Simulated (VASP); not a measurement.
# BeTe (F-43m) in VASP: further runs

Runs on BeTe. Level: PBE. Tasks: single point.

Everything below comes from runs of VASP 6.6.1. Logs are shortened: lines on timing, memory, paths and dates and some standing lists are left out, and cuts for length are marked.

**1. The cell of the first run**

The structure is cubic, space group F-43m (No. 216). Conventional cell: a = 5.688 Å, b = 5.688 Å, c = 5.688 Å, α = 90.00°, β = 90.00°, γ = 90.00°. Within 3.3 Å of Be (site symmetry -43m) lie 4 Te at 2.46 Å. Te (site symmetry -43m) has 4 Be at 2.46 Å within 3.3 Å.

**2. Single point, PBE**

INCAR

```
  PREC = Accurate
  ENCUT = 600
  EDIFF = 1E-6
  ISMEAR = 0
  SIGMA = 0.1
  LREAL = F
  LASPH = T
  NELM = 120
  ALGO = Normal
  ISIF = 2
  LWAVE = F
  LCHARG = F
  GGA = PE
  NBANDS = 11
  GGA_COMPAT = F
```

KPOINTS

```
Automatic mesh
0
Gamma
  6 6 6
```

POSCAR

```
BeTe
1.0
    0.0000000000      2.8438010329      2.8438010329
    2.8438010329      0.0000000000      2.8438010329
    2.8438010329      2.8438010329      0.0000000000
Be Te
1 1
Direct
    0.0000000000      0.0000000000      0.0000000000
    0.7500000000      0.7500000000      0.7500000000
```

Potentials or basis: VASP PAW PBE potentials, release 64 (Be, Te).

Command:

```sh
$ cat potpaw_PBE.64/Be/POTCAR potpaw_PBE.64/Te/POTCAR > POTCAR
$ mpirun -np 1 vasp_std > vasp.out
```

OUTCAR:

```text
PREC = Accurate
   ENCUT = 600
   EDIFF = 1E-6
   ISMEAR = 0
   LREAL = F
   LASPH = T
   NELM = 120
   ISIF = 2
   GGA = PE

 ion  position               nearest neighbor table
   1  0.000  0.000  0.000-   2 2.46   2 2.46   2 2.46   2 2.46
   2  0.750  0.750  0.750-   1 2.46   1 2.46   1 2.46   1 2.46

  LATTYP: Found a face centered cubic cell.
 ALAT       =     5.6876020658

  Lattice vectors:

 A1 = (   0.0000000000,   2.8438010329,   2.8438010329)
 A2 = (   2.8438010329,   0.0000000000,   2.8438010329)
 A3 = (   2.8438010329,   2.8438010329,   0.0000000000)

Analysis of symmetry for initial positions (statically):
=====================================================================
 Subroutine PRICEL returns:
 Original cell was already a primitive cell.

 Routine SETGRP: Setting up the symmetry group for a
 face centered cubic supercell.

 Subroutine GETGRP returns: Found 24 space group operations
 (whereof 24 operations were pure point group operations)
 out of a pool of 48 trial point group operations.

The static configuration has the point symmetry T_d .

Analysis of symmetry for dynamics (positions and initial velocities):
=====================================================================
 Subroutine PRICEL returns:
 Original cell was already a primitive cell.

 Routine SETGRP: Setting up the symmetry group for a
 face centered cubic supercell.

 Subroutine GETGRP returns: Found 24 space group operations
 (whereof 24 operations were pure point group operations)
 out of a pool of 48 trial point group operations.

The dynamic configuration has the point symmetry T_d .

 Subroutine INISYM returns: Found 24 space group operations
 (whereof 24 operations are pure point group operations),
 and found     1 'primitive' translations

----------------------------------------------------------------------------------------

                                     Primitive cell

  volume of cell :      45.9968

  direct lattice vectors                    reciprocal lattice vectors
     0.000000000  2.843801033  2.843801033    -0.175821021  0.175821021  0.175821021
     2.843801033  0.000000000  2.843801033     0.175821021 -0.175821021  0.175821021
     2.843801033  2.843801033  0.000000000     0.175821021  0.175821021 -0.175821021

  length of vectors
     4.021741989  4.021741989  4.021741989     0.304530941  0.304530941  0.304530941

  position of ions in fractional coordinates (direct lattice)
     0.000000000  0.000000000  0.000000000
     0.750000000  0.750000000  0.750000000

[... 75 lines left out ...]
   POTIM  = 0.5000    time-step for ionic-motion
   TEBEG  =    0.0;   TEEND  =   0.0 temperature during run
   PSTRESS=    0.0 pullay stress
   NELECT =       8.0000    total number of electrons
   NUPDOWN=      -1.0000    fix difference up-down
   EMIN   =  10.00;   EMAX   =-10.00  energy-range for DOS
   EFERMI =   0.00;   METHOD = LEGACY
   ISMEAR =     0;   SIGMA  =   0.10  broadening in eV -4-tet -1-fermi 0-gaus
   EFERMI_NEDOS =   21; number of points for ismear=-14 and -15
   IALGO  =     38    algorithm
   IMIX   =      4    mixing-type and parameters
     AMIX     =   0.40;   BMIX     =  1.00
     AMIX_MAG =   1.60;   BMIX_MAG =  1.00
  volume/ion in A,a.u.               =      23.00       155.20
  Fermi-wavevector in a.u.,A,eV,Ry     =   0.913823  1.726876 11.361861  0.835073
  Thomas-Fermi vector in A             =   2.038379
   LORBIT       =      0    0 simple, 1 ext, 2 COOP (PROOUT), +10 PAW based schemes
   GGA     = PE    functional components
   LHFCALC =     F    Hartree Fock is set to
   AEXX    =    0.0000 exact exchange contribution
   IVDW    =     0    specifies the selected vdW correction
   LEPSILON=     F    determine dielectric tensor
   LRPA    =     F    only Hartree local field effects (RPA)
 non-spin polarized calculation
 Gauss-broadening in eV      SIGMA  =   0.10
  energy-cutoff  :      600.00
  volume of cell :       46.00
 maximum number of plane-waves:      1572
   NGX = 17   NGY = 17   NGZ = 17

 number of electron       8.0000000 magnetization

 Free energy of the ion-electron system (eV)
  ---------------------------------------------------
  ext. energy  EPLUGINS =         0.00000000
  ---------------------------------------------------
  free energy    TOTEN  =        -7.61824760 eV

  energy without entropy =       -7.61824760  energy(sigma->0) =       -7.61824760

 E-fermi :   5.2716     XC(G=0):  -8.9374

 val. band max:        4.7735025360   @ k =   0.0000   0.0000   0.0000
 cond. band min:       6.8167309744   @ k =   0.5000   0.5000   0.0000
 fundamental gap:      2.0432284384
 Fermi energy:         5.2716053724

 k-point     1 :       0.0000    0.0000    0.0000
  band No.  band energies     occupation
      1      -7.3327      2.00000
      2       4.7735      2.00000
      3       4.7735      2.00000
      4       4.7735      2.00000
      5       8.3817      0.00000
      6       8.4052      0.00000
      7       8.4052      0.00000
      8       8.4052      0.00000
      9      13.0447      0.00000
     10      14.9554      0.00000
     11      14.9554      0.00000
[... 197 lines left out ...]
 k-point    16 :      -0.3333    0.5000    0.1667
  band No.  band energies     occupation
      1      -5.5744      2.00000
      2       0.1318      2.00000
      3       1.5259      2.00000
      4       1.8216      2.00000
      5       8.4996      0.00000
      6       9.0455      0.00000
      7      12.0101      0.00000
      8      12.2756      0.00000
      9      15.5449      0.00000
     10      16.3286      0.00000
     11      17.4761      0.00000

------------------------ aborting loop because EDIFF is reached ----------------------------------------

  FORCE on cell =-STRESS in cart. coord.  units (eV):
  Direction    XX          YY          ZZ          XY          YZ          ZX
  --------------------------------------------------------------------------------------
  -------------------------------------------------------------------------------------
  Total       -0.1511468     -0.1511468     -0.1511468      0.0000000      0.0000000      0.0000000
  in kB       -5.2648003     -5.2648003     -5.2648003      0.0000000      0.0000000      0.0000000
  external PRESSURE =      -5.2648003 kB  Pullay stress =       0.0000000 kB

 VOLUME and BASIS-vectors are now :
 -----------------------------------------------------------------------------
  energy-cutoff  :      600.00
  volume of cell :       46.00
      direct lattice vectors                 reciprocal lattice vectors
     0.000000000  2.843801033  2.843801033    -0.175821021  0.175821021  0.175821021
     2.843801033  0.000000000  2.843801033     0.175821021 -0.175821021  0.175821021
     2.843801033  2.843801033  0.000000000     0.175821021  0.175821021 -0.175821021

 POSITION                                       TOTAL-FORCE (eV/Angst)
 -----------------------------------------------------------------------------------
      0.00000      0.00000      0.00000        -0.000000     -0.000000     -0.000000
      4.26570      4.26570      4.26570         0.000000      0.000000      0.000000
 -----------------------------------------------------------------------------------
    total drift:                               -0.000000     -0.000000     -0.000000

  FREE ENERGIE OF THE ION-ELECTRON SYSTEM (eV)
  ---------------------------------------------------
  free  energy   TOTEN  =        -7.6182475959 eV

  energy  without entropy=       -7.6182475959  energy(sigma->0) =       -7.61824760
```

OSZICAR:

```text
N       E                     dE             d eps       ncg     rms          rms(c)
DAV:   1     0.221552379364E+02    0.22155E+02   -0.35137E+03   352   0.661E+02
DAV:   2    -0.645783634824E+01   -0.28613E+02   -0.27314E+02   473   0.954E+01
DAV:   3    -0.771733575314E+01   -0.12595E+01   -0.12568E+01   468   0.212E+01
DAV:   4    -0.772967797791E+01   -0.12342E-01   -0.12341E-01   414   0.246E+00
DAV:   5    -0.772990202996E+01   -0.22405E-03   -0.22405E-03   441   0.326E-01    0.393E+00
DAV:   6    -0.764369462301E+01    0.86207E-01   -0.97911E-02   411   0.127E+00    0.237E+00
DAV:   7    -0.761716900688E+01    0.26526E-01   -0.89996E-02   400   0.132E+00    0.429E-01
DAV:   8    -0.761792982098E+01   -0.76081E-03   -0.56209E-03   400   0.432E-01    0.708E-02
DAV:   9    -0.761818060212E+01   -0.25078E-03   -0.31548E-04   425   0.105E-01    0.276E-02
DAV:  10    -0.761824261769E+01   -0.62016E-04   -0.75938E-05   394   0.447E-02    0.139E-02
DAV:  11    -0.761824559994E+01   -0.29823E-05   -0.29097E-06   464   0.101E-02    0.864E-03
DAV:  12    -0.761824753857E+01   -0.19386E-05   -0.41448E-06   379   0.116E-02    0.444E-03
DAV:  13    -0.761824759590E+01   -0.57328E-07   -0.27085E-08   262   0.126E-03
   1 F= -.76182476E+01 E0= -.76182476E+01  d E =-.131512E-13
```

Wall time 5.5 s (1 thread of Intel Xeon Platinum 8488C (Sapphire Rapids), shared host); peak memory 0.18 GiB.

Results:

```yaml
Free_energy: -7.6182 eV
Pressure: -0.5 GPa
Band_gap_on_the_k_mesh: 2.04 eV, indirect (least direct gap 3.61 eV)
```

Levels at points of the mesh, in eV from the valence-band top:
```tsv
k point	band 1	band 2	band 3	band 4	band 5	band 6	band 7	band 8	band 9
(0.00, 0.00, 0.00)	-12.11	0.00	0.00	0.00	3.61	3.63	3.63	3.63	8.27
(0.50, 0.00, 0.00)	-10.83	-5.36	-1.08	-1.08	3.00	4.60	4.60	7.82	10.81
(0.50, 0.50, 0.00)	-10.37	-4.96	-2.54	-2.54	2.04	2.70	9.52	9.52	11.37
```

Caveat: spin-orbit coupling is left out, which moves the levels of the heavy elements. A k mesh can miss the band edges.

**3. Single point, PBE**

This run uses another cell than the first one, of 22.77 Å³/atom, 0.990 times its volume.

INCAR

```
PREC = Accurate ; ENCUT = 600
EDIFF = 1E-6 ; ISMEAR = 0
SIGMA = 0.1 ; LREAL = F
LASPH = T ; NELM = 120
ALGO = Normal ; ISIF = 2
LWAVE = F ; LCHARG = F
GGA = PE ; NBANDS = 11
GGA_COMPAT = F
```

KPOINTS is that of step 2.

POSCAR

```
BeTe
1.0
    0.0000000000      2.8343140479      2.8343140479
    2.8343140479      0.0000000000      2.8343140479
    2.8343140479      2.8343140479      0.0000000000
Be Te
1 1
Direct
    0.0000000000      0.0000000000      0.0000000000
    0.2500000000      0.2500000000      0.2500000000
```

Potentials or basis: VASP PAW PBE potentials, release 64 (Be, Te).

Command:

```sh
$ cat potpaw_PBE.64/Be/POTCAR potpaw_PBE.64/Te/POTCAR > POTCAR
$ mpirun -np 1 vasp_std > vasp.out
```

It took 5.5 s on 1 thread of Intel Xeon Platinum 8488C (Sapphire Rapids), shared host; peak memory 0.17 GiB.

It converged, with:

```
Free energy            : -7.6190 eV
Pressure               : 0.0 GPa
Band gap on the k mesh : 2.02 eV, indirect (least direct gap 3.62 eV)
```

Levels at points of the mesh, in eV from the valence-band top:
| k point | band 1 | band 2 | band 3 | band 4 | band 5 | band 6 | band 7 | band 8 | band 9 |
| --- | --- | --- | --- | --- | --- | --- | --- | --- | --- |
| (0.00, 0.00, 0.00) | -12.17 | 0.00 | 0.00 | 0.00 | 3.62 | 3.62 | 3.62 | 3.68 | 8.29 |
| (0.50, 0.00, 0.00) | -10.87 | -5.42 | -1.10 | -1.10 | 3.02 | 4.60 | 4.60 | 7.82 | 10.85 |
| (0.50, 0.50, 0.00) | -10.40 | -5.01 | -2.57 | -2.57 | 2.02 | 2.69 | 9.58 | 9.58 | 11.43 |

Caveat: spin-orbit coupling is left out, which moves the levels of the heavy elements.

**4. Single point, PBE (volume scaled by 0.91)**

INCAR

```
ALGO = Normal ; EDIFF = 1E-6
ENCUT = 600 ; GGA = PE
GGA_COMPAT = F ; ISIF = 2
ISMEAR = 0 ; LASPH = T
LCHARG = F ; LREAL = F
LWAVE = F ; NBANDS = 11
NELM = 120 ; PREC = Accurate
SIGMA = 0.02
```

KPOINTS

```
k-points
0
Gamma
  8 8 8
```

POSCAR

```
BeTe
1.0
    0.0000000000      2.7444186054      2.7444186054
    2.7444186054      0.0000000000      2.7444186054
    2.7444186054      2.7444186054      0.0000000000
Be Te
1 1
Direct
    0.0000000000      0.0000000000      0.0000000000
    0.7500000000      0.7500000000      0.7500000000
```

Command:

```sh
$ cat potpaw_PBE.64/Be/POTCAR potpaw_PBE.64/Te/POTCAR > POTCAR
$ mpirun -np 1 vasp_std > vasp.out
```

Wall time 7 s (1 thread of Intel Xeon Platinum 8488C (Sapphire Rapids), shared host); peak memory 0.18 GiB.

Results (log left out):

| Item | Value |
| --- | --- |
| Free energy | -7.5447 eV |
| Pressure | 6.6 GPa |
| Band gap on the k mesh | 1.77 eV, indirect (least direct gap 3.54 eV) |

Levels at points of the mesh, in eV from the valence-band top:
| k point | band 1 | band 2 | band 3 | band 4 | band 5 | band 6 | band 7 | band 8 |
| --- | --- | --- | --- | --- | --- | --- | --- | --- |
| (0.00, 0.00, 0.00) | -12.84 | 0.00 | 0.00 | 0.00 | 3.54 | 3.54 | 3.54 | 4.41 |
| (0.50, 0.00, 0.00) | -11.29 | -6.06 | -1.27 | -1.27 | 3.29 | 4.55 | 4.55 | 7.77 |
| (0.50, 0.50, 0.00) | -10.71 | -5.55 | -2.95 | -2.95 | 1.77 | 2.55 | 10.20 | 10.20 |

Caveat: the cell differs from its parent crystal (volume scaled by 0.91); spin-orbit coupling is left out, which moves the levels of the heavy elements.

**5. Single point, PBE (volume scaled by 0.88)**

INCAR

```
SYSTEM = BeTe
ALGO = Normal
EDIFF = 1E-6
ENCUT = 600
GGA = PE
GGA_COMPAT = .False.
ISIF = 2
ISMEAR = 0
LASPH = .True.
LCHARG = .False.
LREAL = .False.
LWAVE = .False.
NBANDS = 11
NELM = 120
PREC = Accurate
SIGMA = 0.02
```

KPOINTS

```
k-points
0
Gamma
  8 8 8
  0 0 0
```

POSCAR

```
BeTe
1.0
    0.0000000000      2.7139225412      2.7139225412
    2.7139225412      0.0000000000      2.7139225412
    2.7139225412      2.7139225412      0.0000000000
Be Te
1 1
Direct
    0.0000000000      0.0000000000      0.0000000000
    0.7500000000      0.7500000000      0.7500000000
```

Command:

```sh
$ cat potpaw_PBE.64/Be/POTCAR potpaw_PBE.64/Te/POTCAR > POTCAR
$ mpirun -np 1 vasp_std > vasp.out
```

Run time: 7.1 s. Hardware: 1 thread of Intel Xeon Platinum 8488C (Sapphire Rapids), shared host; peak memory 0.18 GiB.

It converged, with:

| Property | Result |
| --- | --- |
| Free energy | -7.4763 eV |
| Pressure | 9.5 GPa |
| Band gap on the k mesh | 1.68 eV, indirect (least direct gap 3.50 eV) |

Levels at points of the mesh, in eV from the valence-band top:
| k point | band 2 | band 3 | band 4 | band 5 | band 6 | band 7 |
| --- | --- | --- | --- | --- | --- | --- |
| (0.00, 0.00, 0.00) | 0.00 | 0.00 | 0.00 | 3.50 | 3.50 | 3.50 |
| (0.50, 0.00, 0.00) | -6.30 | -1.33 | -1.33 | 3.38 | 4.52 | 4.52 |
| (0.50, 0.50, 0.00) | -5.75 | -3.09 | -3.09 | 1.68 | 2.49 | 10.42 |

Caveat: the cell differs from its parent crystal (volume scaled by 0.88); spin-orbit coupling is left out, which moves the levels of the heavy elements. A k mesh can miss the band edges.

**6. Overview**

| cell | k mesh | smearing | gap on the mesh (eV) | pressure (GPa) |
| --- | --- | --- | --- | --- |
| a = 4.022 Å, angles 60.0°, 2 atoms | 6 × 6 × 6 | gaussian 0.1 eV | 2.04 | -0.5 |
| a = 4.008 Å, angles 60.0°, 2 atoms | 6 × 6 × 6 | gaussian 0.1 eV | 2.02 | 0.0 |
| a = 3.881 Å, angles 60.0°, 2 atoms | 8 × 8 × 8 | gaussian 0.02 eV | 1.77 | 6.6 |
| a = 3.838 Å, angles 60.0°, 2 atoms | 8 × 8 × 8 | gaussian 0.02 eV | 1.68 | 9.5 |

Alike in all rows: task single point; level PBE; potentials or basis VASP PAW PBE potentials, release 64 (Be, Te); no spin polarisation; cutoff (eV) 600.

Caveats: spin-orbit coupling is left out, which moves the levels of the heavy elements.

Total energies depend on the potentials used, so only differences within one code and one set of settings carry meaning.
